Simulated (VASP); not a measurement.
Set up this calculation in VASP 6.6.1, as the native input.

```yaml
Task: single point
Functional: PBE
Potentials_or_basis: VASP PAW PBE potentials, release 64 (Na_pv, H)
Cutoff: 520 eV
k_mesh: 12 × 12 × 12
Occupations: fermi-dirac, width 0.08 eV
Spin: no spin polarisation
Dipole_correction: no
Further_INCAR_settings: ALGO = Normal; EDIFF = 1e-07; NBANDS = 11
```

The structure of NaH (rocksalt type) lies in POSCAR:

```
NaH
1.0
    0.0000000000      2.4155554168      2.4155554168
    2.4155554168      0.0000000000      2.4155554168
    2.4155554168      2.4155554168      0.0000000000
Na H
1 1
Direct
    0.0000000000      0.0000000000      0.0000000000
    0.5000000000      0.5000000000      0.5000000000
```

The input as run:

INCAR

```
PREC = Accurate ; ENCUT = 520
EDIFF = 1E-7 ; ISMEAR = -1
SIGMA = 0.08 ; LREAL = F
LASPH = T ; NELM = 80
ALGO = Normal ; ISIF = 2
LWAVE = F ; LCHARG = F
GGA = PE ; NBANDS = 11
```

KPOINTS

```
regular mesh
0
Gamma
  12 12 12
```

Potentials or basis: VASP PAW PBE potentials, release 64 (Na_pv, H).

Run with:

```sh
$ cat potpaw_PBE.64/Na_pv/POTCAR potpaw_PBE.64/H/POTCAR > POTCAR
$ mpirun -np 1 vasp_std > vasp.out
```

It gave:

```
Pressure               : 0.0 GPa
Band gap on the k mesh : 3.76 eV, indirect (least direct gap 4.62 eV)
```

It took 10 s on 1 thread of Intel(R) Xeon(R) 6975P-C (Granite Rapids), on a shared host, peak memory 0.15 GiB.
